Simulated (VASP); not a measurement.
# Y (Fd-3m) in VASP: notebook, part 2 of 2

VASP 6.6.1. The steps go on from the part before.

## 3. Single point, r2SCAN (41.22 Å³/atom)

This run uses another cell than the first one, of 41.22 Å³/atom.

Contents of POSCAR:

```
Y
1.0
    0.0000000000      3.4543040707      3.4543040707
    3.4543040707      0.0000000000      3.4543040707
    3.4543040707      3.4543040707      0.0000000000
Y
2
Direct
    0.1250000000      0.1250000000      0.1250000000
    0.8750000000      0.8750000000      0.8750000000
```

Contents of INCAR.step1:

```
SYSTEM = Y
PREC = Accurate
ENCUT = 520
ISMEAR = -1
SIGMA = 0.1
LREAL = .False.
LASPH = .True.
NELM = 60
NBANDS = 18
GGA = PE
ALGO = Normal
EDIFF = 1E-4
LWAVE = .True.
LCHARG = .False.
```

Contents of INCAR.step2:

```
SYSTEM = Y
PREC = Accurate
ENCUT = 520
EDIFF = 1E-6
ISMEAR = -1
SIGMA = 0.1
LREAL = .False.
LASPH = .True.
NELM = 60
ALGO = Normal
ISIF = 2
LWAVE = .False.
LCHARG = .True.
METAGGA = R2SCAN
LMIXTAU = .True.
LELF = .True.
LVHAR = .True.
NBANDS = 18
ISTART = 1
```

Contents of KPOINTS:

```
Automatic mesh
0
Gamma
  9 9 9
  0 0 0
```

Potentials or basis: VASP PAW PBE potentials, release 64 (Y_sv).

On the command line:

```sh
$ cat potpaw_PBE.64/Y_sv/POTCAR > POTCAR
$ cp INCAR.step1 INCAR
$ mpirun -np 1 vasp_std > vasp.out
$ cp INCAR.step2 INCAR
$ mpirun -np 1 vasp_std > vasp.out
```

OUTCAR:

```text
SYSTEM = Y
   PREC = Accurate
   ENCUT = 520
   EDIFF = 1E-6
   ISMEAR = -1
   LREAL = .False.
   LASPH = .True.
   NELM = 60
   ISIF = 2
   METAGGA = R2SCAN
   ISTART = 1

 ion  position               nearest neighbor table
   1  0.125  0.125  0.125-   2 2.99   2 2.99   2 2.99   2 2.99
   2  0.875  0.875  0.875-   1 2.99   1 2.99   1 2.99   1 2.99

  LATTYP: Found a face centered cubic cell.
 ALAT       =     6.9086081414

  Lattice vectors:

[... 689 lines left out ...]

 [... further k-points ...]

------------------------ aborting loop because EDIFF is reached ----------------------------------------

  FORCE on cell =-STRESS in cart. coord.  units (eV):
  Direction    XX          YY          ZZ          XY          YZ          ZX
  --------------------------------------------------------------------------------------
  -------------------------------------------------------------------------------------
  Total        0.0558170      0.0558170      0.0558170      0.0000000      0.0000000     -0.0000000
  in kB        1.0848399      1.0848399      1.0848399      0.0000000      0.0000000     -0.0000000
  external PRESSURE =       1.0848399 kB  Pullay stress =       0.0000000 kB

 VOLUME and BASIS-vectors are now :
 -----------------------------------------------------------------------------
  energy-cutoff  :      520.00
  volume of cell :       82.44
      direct lattice vectors                 reciprocal lattice vectors
     0.000000000  3.454304071  3.454304071    -0.144746956  0.144746956  0.144746956
     3.454304071  0.000000000  3.454304071     0.144746956 -0.144746956  0.144746956
     3.454304071  3.454304071  0.000000000     0.144746956  0.144746956 -0.144746956

 POSITION                                       TOTAL-FORCE (eV/Angst)
 -----------------------------------------------------------------------------------
      0.86358      0.86358      0.86358         0.000000      0.000000      0.000000
      6.04503      6.04503      6.04503        -0.000000     -0.000000     -0.000000
 -----------------------------------------------------------------------------------
    total drift:                                0.000000      0.000000      0.000000

  FREE ENERGIE OF THE ION-ELECTRON SYSTEM (eV)
  ---------------------------------------------------
  free  energy   TOTEN  =       -36.3324365205 eV

  energy  without entropy=      -36.2102709289  energy(sigma->0) =      -36.27135372
```

OUTCAR.step1:

```text
SYSTEM = Y
   PREC = Accurate
   ENCUT = 520
   ISMEAR = -1
   LREAL = .False.
[... 727 lines left out ...]
      0.86358      0.86358      0.86358        -0.000000     -0.000000     -0.000000
      6.04503      6.04503      6.04503         0.000000      0.000000      0.000000
 -----------------------------------------------------------------------------------
    total drift:                                0.000000      0.000000      0.000000

  FREE ENERGIE OF THE ION-ELECTRON SYSTEM (eV)
  ---------------------------------------------------
  free  energy   TOTEN  =        -8.9612528642 eV

  energy  without entropy=       -8.8324868755  energy(sigma->0) =       -8.89686987
```

It took 2.8 min on 1 thread of Intel Xeon 6975P-C (Granite Rapids), shared host; peak memory 0.24 GiB.

What came out:

```yaml
Free_energy: -36.3324 eV
Pressure: 0.1 GPa
Band_gap_on_the_k_mesh: zero (bands 11 and 12 overlap by 0.61 eV)
```

Levels at points of the mesh, in eV from the Fermi level:
| k point | band 8 | band 9 | band 10 | band 11 | band 12 | band 13 | band 14 | band 15 |
| --- | --- | --- | --- | --- | --- | --- | --- | --- |
| (0.00, 0.00, 0.00) | -23.79 | -3.92 | -0.14 | -0.14 | 0.61 | 0.61 | 0.61 | 2.23 |

Caveat: the PAW data sets were made with another functional, which shifts forces and pressure a little.

## 4. Single point, r2SCAN (42.87 Å³/atom)

This run uses another cell than the first one, of 42.87 Å³/atom.

Contents of POSCAR:

```
Y
1.0
    0.0000000000      3.4997606529      3.4997606529
    3.4997606529      0.0000000000      3.4997606529
    3.4997606529      3.4997606529      0.0000000000
Y
2
Direct
    0.1250000000      0.1250000000      0.1250000000
    0.8750000000      0.8750000000      0.8750000000
```

Contents of INCAR.step1:

```
SYSTEM = Y
ALGO = Normal
EDIFF = 1E-4
ENCUT = 520
GGA = PE
ISMEAR = -1
LASPH = .True.
LCHARG = .False.
LREAL = .False.
LWAVE = .True.
NBANDS = 18
NELM = 60
PREC = Accurate
SIGMA = 0.1
```

Contents of INCAR.step2:

```
SYSTEM = Y
ALGO = Normal
EDIFF = 1E-6
ENCUT = 520
ISIF = 2
ISMEAR = -1
ISTART = 1
LASPH = .True.
LCHARG = .False.
LMIXTAU = .True.
LREAL = .False.
LWAVE = .False.
METAGGA = R2SCAN
NBANDS = 18
NELM = 60
PREC = Accurate
SIGMA = 0.1
```

Contents of KPOINTS:

```
k-points
0
Gamma
  9 9 9
  0 0 0
```

On the command line:

```sh
$ cat potpaw_PBE.64/Y_sv/POTCAR > POTCAR
$ cp INCAR.step1 INCAR
$ mpirun -np 1 vasp_std > vasp.out
$ cp INCAR.step2 INCAR
$ mpirun -np 1 vasp_std > vasp.out
```

Wall time 4.2 min (1 thread of Intel Xeon 6975P-C (Granite Rapids), shared host); peak memory 0.28 GiB.

Results (log left out):

```
Free energy            : -36.3305 eV
Pressure               : -0.3 GPa
Band gap on the k mesh : zero (bands 11 and 12 overlap by 0.59 eV)
```

Levels at points of the mesh, in eV from the Fermi level:
```
           k point  band 7  band 8  band 9  band 10  band 11  band 12  band 13  band 14  band 15  band 16
(0.00, 0.00, 0.00)  -23.88  -23.88   -3.89    -0.11    -0.11     0.57     0.57     0.57     2.13     2.13
```

Caveat: the PAW data sets were made with another functional, which shifts forces and pressure a little.

## 5. Single point, r2SCAN (44.51 Å³/atom)

This run uses another cell than the first one, of 44.51 Å³/atom.

Contents of POSCAR:

```
Y
1.0
    0.0000000000      3.5440661240      3.5440661240
    3.5440661240      0.0000000000      3.5440661240
    3.5440661240      3.5440661240      0.0000000000
Y
2
Direct
    0.1250000000      0.1250000000      0.1250000000
    0.8750000000      0.8750000000      0.8750000000
```

Contents of INCAR.step1:

```
PREC = Accurate
ENCUT = 520
ISMEAR = -1
SIGMA = 0.1
LREAL = F
LASPH = T
NELM = 80
NBANDS = 18
GGA = PE
ALGO = Normal
EDIFF = 1E-4
LWAVE = T
LCHARG = F
```

Contents of INCAR.step2:

```
PREC = Accurate
ENCUT = 520
EDIFF = 1E-7
ISMEAR = -1
SIGMA = 0.1
LREAL = F
LASPH = T
NELM = 80
ALGO = Normal
ISIF = 2
LWAVE = F
LCHARG = F
METAGGA = R2SCAN
LMIXTAU = T
NBANDS = 18
ISTART = 1
```

Contents of KPOINTS:

```
Automatic mesh
0
Gamma
  9 9 9
```

On the command line:

```sh
$ cat potpaw_PBE.64/Y_sv/POTCAR > POTCAR
$ cp INCAR.step1 INCAR
$ mpirun -np 1 vasp_std > vasp.out
$ cp INCAR.step2 INCAR
$ mpirun -np 1 vasp_std > vasp.out
```

Run time: 4.4 min. Hardware: 1 thread of Intel Xeon 6975P-C (Granite Rapids), shared host; peak memory 0.28 GiB.

It converged, with:

- Free energy: -36.3201 eV
- Pressure: -0.7 GPa
- Band gap on the k mesh: zero (bands 11 and 12 overlap by 0.57 eV)

Levels at points of the mesh, in eV from the Fermi level:
```
           k point  band 8  band 9  band 10  band 11  band 12  band 13  band 14  band 15
(0.00, 0.00, 0.00)  -23.96   -3.87    -0.08    -0.08     0.53     0.53     0.53     2.05
```

Caveat: the PAW data sets were made with another functional, which shifts forces and pressure a little.

## 6. Single point, r2SCAN (46.16 Å³/atom)

This run uses another cell than the first one, of 46.16 Å³/atom.

Contents of POSCAR:

```
Y
1.0
    0.0000000000      3.5872907026      3.5872907026
    3.5872907026      0.0000000000      3.5872907026
    3.5872907026      3.5872907026      0.0000000000
Y
2
Direct
    0.1250000000      0.1250000000      0.1250000000
    0.8750000000      0.8750000000      0.8750000000
```

Contents of INCAR.step1:

```
ALGO = Normal
EDIFF = 1E-4
ENCUT = 520
GGA = PE
ISMEAR = -1
LASPH = True
LCHARG = False
LREAL = False
LWAVE = True
NBANDS = 18
NELM = 80
PREC = Accurate
SIGMA = 0.1
```

Contents of INCAR.step2:

```
ALGO = Normal
EDIFF = 1E-7
ENCUT = 520
ISIF = 2
ISMEAR = -1
ISTART = 1
LASPH = True
LCHARG = False
LMIXTAU = True
LREAL = False
LWAVE = False
METAGGA = R2SCAN
NBANDS = 18
NELM = 80
PREC = Accurate
SIGMA = 0.1
```

Contents of KPOINTS:

```
k-points
0
Gamma
  9 9 9
```

Potentials or basis: VASP PAW PBE potentials, release 64 (Y_sv).

On the command line:

```sh
$ cat potpaw_PBE.64/Y_sv/POTCAR > POTCAR
$ cp INCAR.step1 INCAR
$ mpirun -np 1 vasp_std > vasp.out
$ cp INCAR.step2 INCAR
$ mpirun -np 1 vasp_std > vasp.out
```

Wall time 4.4 min (1 thread of Intel Xeon 6975P-C (Granite Rapids), shared host); peak memory 0.28 GiB.

The run converged. Its results:

```
Free energy            : -36.3037 eV
Pressure               : -0.9 GPa
Band gap on the k mesh : zero (bands 11 and 12 overlap by 0.55 eV)
```

Levels at points of the mesh, in eV from the Fermi level:
| k point | band 7 | band 8 | band 9 | band 10 | band 11 | band 12 | band 13 | band 14 | band 15 | band 16 |
| --- | --- | --- | --- | --- | --- | --- | --- | --- | --- | --- |
| (0.00, 0.00, 0.00) | -24.03 | -24.03 | -3.84 | -0.04 | -0.04 | 0.49 | 0.49 | 0.49 | 1.97 | 1.97 |

Caveat: the PAW data sets were made with another functional, which shifts forces and pressure a little.

## 7. Overview

| cell | gap on the mesh (eV) | pressure (GPa) |
| --- | --- | --- |
| a = 4.819 Å, angles 60.0°, 2 atoms | none | 0.5 |
| a = 4.885 Å, angles 60.0°, 2 atoms | none | 0.1 |
| a = 4.949 Å, angles 60.0°, 2 atoms | none | -0.3 |
| a = 5.012 Å, angles 60.0°, 2 atoms | none | -0.7 |
| a = 5.073 Å, angles 60.0°, 2 atoms | none | -0.9 |

Alike in all rows: task single point; level r2SCAN; potentials or basis VASP PAW PBE potentials, release 64 (Y_sv); no spin polarisation; k mesh 9 × 9 × 9; cutoff (eV) 520; smearing fermi-dirac 0.1 eV.

Caveats: the PAW data sets were made with another functional, which shifts forces and pressure a little.

Total energies depend on the potentials used, so only differences within one code and one set of settings carry meaning.
